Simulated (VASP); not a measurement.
# B6Se (R-3m) in VASP: relaxation of cell and atoms with PBE

Aim: the relaxation of cell and atoms of B6Se with PBE.

All numbers are computed with VASP 6.6.1; they aren't measurements. Logs are shortened: lines on timing, memory, paths and dates and some standing lists are left out, and cuts for length are marked.

## Step 1: The cell of the first run

The structure is trigonal, space group R-3m (No. 166). Conventional cell: a = 5.114 Å, b = 5.114 Å, c = 11.238 Å, α = 90.00°, β = 90.00°, γ = 120.00°. Within 2.3 Å of B (site symmetry 2) lie 3 B at 1.70 to 1.71 Å. Se (site symmetry -3m) has 12 B at 2.53 Å within 3.3 Å.

The cell was generated, and may not be a known phase.

## Step 2: Relaxation of cell and atoms, PBE

File INCAR:

```
SYSTEM = B6Se
ALGO = Normal ; EDIFF = 1E-7
EDIFFG = -0.01 ; ENCUT = 600
GGA = PE ; IBRION = 2
ISIF = 3 ; ISMEAR = 0
LASPH = .TRUE. ; LCHARG = .FALSE.
LREAL = .FALSE. ; LWAVE = .FALSE.
NELM = 80 ; NSW = 100
PREC = Accurate ; SIGMA = 0.1
```

File KPOINTS:

```
k-points
0
G
  12 12 12
  0 0 0
```

File POSCAR:

```
B6Se
1.0
    2.5570402756      1.4763078915      3.7458688364
   -2.5570402756      1.4763078915      3.7458688364
    0.0000000000     -2.9526157829      3.7458688364
B Se
6 1
Direct
    0.5000000000      0.1673394146      0.8326605854
    0.8326605854      0.5000000000      0.1673394146
    0.1673394146      0.8326605854      0.5000000000
    0.5000000000      0.8326605854      0.1673394146
    0.1673394146      0.5000000000      0.8326605854
    0.8326605854      0.1673394146      0.5000000000
    0.0000000000      0.0000000000      0.0000000000
```

Potentials or basis: VASP PAW PBE potentials, release 64 (B, Se).

Launch:

```sh
$ cat potpaw_PBE.64/B/POTCAR potpaw_PBE.64/Se/POTCAR > POTCAR
$ mpirun -np 1 vasp_std > vasp.out
```

OUTCAR:

```text
SYSTEM = B6Se
   EDIFF = 1E-7
   EDIFFG = -0.01
   ENCUT = 600
   GGA = PE
   IBRION = 2
   ISIF = 3
   ISMEAR = 0
   LASPH = .TRUE.
   LREAL = .FALSE.
   NELM = 80
   NSW = 100
   PREC = Accurate

 ion  position               nearest neighbor table
   1  0.500  0.167  0.833-   5 1.70   6 1.70   4 1.71
   2  0.833  0.500  0.167-   4 1.70   6 1.70   5 1.71
   3  0.167  0.833  0.500-   4 1.70   5 1.70   6 1.71
   4  0.500  0.833  0.167-   2 1.70   3 1.70   1 1.71
   5  0.167  0.500  0.833-   1 1.70   3 1.70   2 1.71
   6  0.833  0.167  0.500-   1 1.70   2 1.70   3 1.71
   7  0.000  0.000  0.000-

  LATTYP: Found a trigonal (rhomboedric) cell.
 ALAT       =     4.7696407937
 COS(alpha) =     0.4251774637

  Lattice vectors:

 A1 = (   2.5570402756,   1.4763078915,   3.7458688364)
 A2 = (  -2.5570402756,   1.4763078915,   3.7458688364)
 A3 = (   0.0000000000,  -2.9526157829,   3.7458688364)

Analysis of symmetry for initial positions (statically):
=====================================================================
 Subroutine PRICEL returns:
 Original cell was already a primitive cell.

 Routine SETGRP: Setting up the symmetry group for a
 trigonal (rhombohedral) supercell.

 Subroutine GETGRP returns: Found 12 space group operations
 (whereof 12 operations were pure point group operations)
 out of a pool of 12 trial point group operations.

The static configuration has the point symmetry D_3d.

Analysis of symmetry for dynamics (positions and initial velocities):
=====================================================================
 Subroutine PRICEL returns:
 Original cell was already a primitive cell.

 Routine SETGRP: Setting up the symmetry group for a
 trigonal (rhombohedral) supercell.

 Subroutine GETGRP returns: Found 12 space group operations
 (whereof 12 operations were pure point group operations)
 out of a pool of 12 trial point group operations.

The dynamic configuration has the point symmetry D_3d.

 Subroutine INISYM returns: Found 12 space group operations
 (whereof 12 operations are pure point group operations),
 and found     1 'primitive' translations

----------------------------------------------------------------------------------------

                                     Primitive cell

  volume of cell :      84.8435

  direct lattice vectors                    reciprocal lattice vectors
     2.557040276  1.476307892  3.745868836     0.195538570  0.112894246  0.088986921
    -2.557040276  1.476307892  3.745868836    -0.195538570  0.112894246  0.088986921
     0.000000000 -2.952615783  3.745868836     0.000000000 -0.225788493  0.088986921

  length of vectors
     4.769640794  4.769640794  4.769640794     0.242691400  0.242691400  0.242691400

  position of ions in fractional coordinates (direct lattice)
     0.500000000  0.167339415  0.832660585
     0.832660585  0.500000000  0.167339415
     0.167339415  0.832660585  0.500000000
     0.500000000  0.832660585  0.167339415
     0.167339415  0.500000000  0.832660585
     0.832660585  0.167339415  0.500000000
     0.000000000  0.000000000  0.000000000

  ion indices of the primitive-cell ions
   primitive index   ion index
                 1           1
                 2           2
                 3           3
                 4           4
                 5           5
                 6           6
                 7           7

----------------------------------------------------------------------------------------

 KPOINTS: k-points

Automatic generation of k-mesh.
 Grid dimensions read from file:
 generate k-points for:   12   12   12

 Generating k-lattice:

  Cartesian coordinates                     Fractional coordinates (reciprocal lattice)
     0.016294881  0.009407854  0.007415577     0.083333333  0.000000000 -0.000000000
    -0.016294881  0.009407854  0.007415577     0.000000000  0.083333333 -0.000000000
     0.000000000 -0.018815708  0.007415577    -0.000000000 -0.000000000  0.083333333

  Length of vectors
     0.020224283  0.020224283  0.020224283

  Shift w.r.t. Gamma in fractional coordinates (k-lattice)
     0.000000000  0.000000000  0.000000000

 Subroutine IBZKPT returns following result:
 ===========================================

 Found    189 irreducible k-points:

 Following reciprocal coordinates:
            Coordinates               Weight
  0.000000  0.000000  0.000000      1.000000
  0.083333  0.000000  0.000000      6.000000
  0.166667  0.000000  0.000000      6.000000
  0.250000  0.000000 -0.000000      6.000000
  0.333333  0.000000  0.000000      6.000000
  0.416667  0.000000  0.000000      6.000000
[... 16 lines left out ...]
  0.500000  0.166667 -0.000000     12.000000
 -0.416667  0.166667 -0.000000     12.000000
 [... further k-points ...]
   k-points           NKPTS =    189   k-points in BZ     NKDIM =    189   number of bands    NBANDS=     16
   number of dos      NEDOS =    301   number of ions     NIONS =      7
   total plane-waves  NPLWV =  64000
   dimension x,y,z NGX =    40 NGY =   40 NGZ =   40
   dimension x,y,z NGXF=    80 NGYF=   80 NGZF=   80
   ions per type =               6   1
   NGX,Y,Z   is equivalent  to a cutoff of  13.94, 13.94, 13.94 a.u.
   NGXF,Y,Z  is equivalent  to a cutoff of  27.88, 27.88, 27.88 a.u.
 SYSTEM =  B6Se
   PREC   = accura    normal or accurate (medium, high low for compatibility)
   ISTART =      0    job   : 0-new  1-cont  2-samecut
   ICHARG =      2    charge: 1-file 2-atom 10-const
   ISPIN  =      1    spin polarized calculation?
   LNONCOLLINEAR =      F non collinear calculations
   LSORBIT =      F    spin-orbit coupling
   LASPH  =      T    aspherical Exc in radial PAW
   ENCUT  =  600.0 eV  44.10 Ry    6.64 a.u.   9.53  9.53  9.53*2*pi/ulx,y,z
   NELM   =     80;   NELMIN=  2; NELMDL= -5     # of ELM steps
   EDIFF  = 0.1E-06   stopping-criterion for ELM
   LREAL  =      F    real-space projection
   EDIFFG = -.1E-01   stopping-criterion for IOM
   NSW    =    100    number of steps for IOM
   IBRION =      2    ionic relax: 0-MD 1-quasi-New 2-CG
   NFREE  =      1    steps in history (QN), initial steepest desc. (CG)
   ISIF   =      3    stress and relaxation
   ISYM   =      2    0-nonsym 1-usesym 2-fastsym
   POTIM  = 0.5000    time-step for ionic-motion
   TEBEG  =    0.0;   TEEND  =   0.0 temperature during run
   PSTRESS=    0.0 pullay stress
   NELECT =      24.0000    total number of electrons
   NUPDOWN=      -1.0000    fix difference up-down
   EMIN   =  10.00;   EMAX   =-10.00  energy-range for DOS
   EFERMI =   0.00;   METHOD = LEGACY
   ISMEAR =     0;   SIGMA  =   0.10  broadening in eV -4-tet -1-fermi 0-gaus
   EFERMI_NEDOS =   21; number of points for ismear=-14 and -15
   IALGO  =     38    algorithm
   IMIX   =      4    mixing-type and parameters
     AMIX     =   0.40;   BMIX     =  1.00
     AMIX_MAG =   1.60;   BMIX_MAG =  1.00
  volume/ion in A,a.u.               =      12.12        81.79
  Fermi-wavevector in a.u.,A,eV,Ry     =   1.074663  2.030819 15.713389  1.154901
  Thomas-Fermi vector in A             =   2.210498
   LORBIT       =      0    0 simple, 1 ext, 2 COOP (PROOUT), +10 PAW based schemes
   GGA     = PE    functional components
   LHFCALC =     F    Hartree Fock is set to
   AEXX    =    0.0000 exact exchange contribution
   IVDW    =     0    specifies the selected vdW correction
   LEPSILON=     F    determine dielectric tensor
   LRPA    =     F    only Hartree local field effects (RPA)
 conjugate gradient relaxation of ions
 non-spin polarized calculation
 Gauss-broadening in eV      SIGMA  =   0.10
  energy-cutoff  :      600.00
  volume of cell :       84.84
 maximum number of plane-waves:      2859
 NGX is ok and might be reduce to    40
   NGX = 19   NGY = 19   NGZ = 19

--------------------------------------- Ionic step        1  -------------------------------------------

 number of electron      24.0000000 magnetization

 Free energy of the ion-electron system (eV)
  ---------------------------------------------------
  ext. energy  EPLUGINS =         0.00000000
  ---------------------------------------------------
  free energy    TOTEN  =       -37.57727146 eV

  energy without entropy =      -37.56513140  energy(sigma->0) =      -37.57120143

------------------------ aborting loop because EDIFF is reached ----------------------------------------

  FORCE on cell =-STRESS in cart. coord.  units (eV):
  Direction    XX          YY          ZZ          XY          YZ          ZX
  --------------------------------------------------------------------------------------
  -------------------------------------------------------------------------------------
  Total       -0.3704347     -0.3704347      1.0965811      0.0000000      0.0000000      0.0000000
  in kB       -6.9952611     -6.9952611     20.7077544      0.0000000      0.0000000      0.0000000
  external PRESSURE =       2.2390774 kB  Pullay stress =       0.0000000 kB
[... 231 lines left out ...]
  energy  without entropy=      -37.5846649068  energy(sigma->0) =      -37.59065098

--------------------------------------- Ionic step        7  -------------------------------------------

 number of electron      24.0000001 magnetization

 Free energy of the ion-electron system (eV)
  ---------------------------------------------------
  ext. energy  EPLUGINS =         0.00000000
  ---------------------------------------------------
  free energy    TOTEN  =       -37.59666797 eV

  energy without entropy =      -37.58470099  energy(sigma->0) =      -37.59068448

 E-fermi :   2.6058     XC(G=0):  -9.6625

 val. band max:        2.5917203892   @ k =  -0.2500  -0.3333   0.0833
 cond. band min:       2.6063914643   @ k =  -0.2500   0.4167   0.1667
 fundamental gap:      0.0146710751
 Fermi energy:         2.6058122236

 k-point     1 :       0.0000    0.0000    0.0000
  band No.  band energies     occupation
      1     -12.0423      2.00000
      2      -5.9020      2.00000
      3      -4.1625      2.00000
      4      -3.4045      2.00000
      5      -3.4045      2.00000
      6      -3.2332      2.00000
[... 8 lines left out ...]
     15       4.5595      0.00000
     16       7.0367      0.00000
[... 420 lines left out ...]
  band No.  band energies     occupation
      1     -11.6283      2.00000
      2      -7.1763      2.00000
      3      -5.7722      2.00000
      4      -4.9440      2.00000
      5      -3.0856      2.00000
      6      -1.6810      2.00000
[... 8 lines left out ...]
     15       5.7465      0.00000
     16       7.0141      0.00000

 [... further k-points ...]

------------------------ aborting loop because EDIFF is reached ----------------------------------------

  FORCE on cell =-STRESS in cart. coord.  units (eV):
  Direction    XX          YY          ZZ          XY          YZ          ZX
  --------------------------------------------------------------------------------------
  -------------------------------------------------------------------------------------
  Total        0.0626166      0.0626166     -0.0033651      0.0000000     -0.0000000      0.0000000
  in kB        1.1541608      1.1541608     -0.0620269      0.0000000     -0.0000000      0.0000000
  external PRESSURE =       0.7487649 kB  Pullay stress =       0.0000000 kB
[... 22 lines left out ...]
  FREE ENERGIE OF THE ION-ELECTRON SYSTEM (eV)
  ---------------------------------------------------
  free  energy   TOTEN  =       -37.5966679667 eV

  energy  without entropy=      -37.5847009873  energy(sigma->0) =      -37.59068448

 reached required accuracy - stopping structural energy minimisation
```

Run time: 21 min. Hardware: 1 thread of AMD EPYC 7R13 (Zen 3), shared host; peak memory 0.44 GiB.

What came out:

* Free energy: -37.5967 eV
* Relaxed volume: 12.42 Å³/atom
* Relaxed cell: a = 4.854 Å, b = 4.854 Å, c = 4.854 Å, α = 63.39°, β = 63.39°, γ = 63.39°
* Space group after relaxing (to 0.1 Å): R-3m (No. 166)
* Energy gained by relaxing: 2.8 meV/atom
* Ionic steps: 7
* Pressure after relaxing: 0.1 GPa
* Largest force after relaxing: 0.008 eV/Å
* Band gap on the k mesh: zero (bands 12 and 13 overlap by 2.32 eV)

Forces on the atoms (eV/Å):
```
B    0.004 -0.007  0.000
B    0.004  0.007  0.000
B   -0.008  0.000  0.000
B   -0.004  0.007  0.000
B   -0.004 -0.007  0.000
B    0.008  0.000  0.000
Se   0.000  0.000  0.000
```

Step by step:
```
step  energy change (eV)  largest force (eV/Å)  pressure (GPa)  volume (Å³)
   1              0.0000                0.1337            0.22        84.84
   2             -0.0094                0.0618            0.80        85.05
   3             -0.0099                0.1180            0.97        85.10
   4             -0.0170                0.0642            0.42        86.05
   5             -0.0193                0.0061           -0.16        87.11
   6             -0.0194                0.0110           -0.11        87.02
   7             -0.0194                0.0077            0.07        86.92
```

Final structure:
```xyz
7
Lattice="2.5500 1.4723 3.8588 -2.5500 1.4723 3.8588 0.0000 -2.9445 3.8588" Properties=species:S:1:pos:R:3 pbc="T T T"
B     0.8509   -1.4739    5.7881
B     0.8509    1.4739    5.7881
B    -1.7019    0.0000    5.7881
B    -0.8509    1.4739    5.7881
B    -0.8509   -1.4739    5.7881
B     1.7019    0.0000    5.7881
Se    0.0000    0.0000    0.0000
```
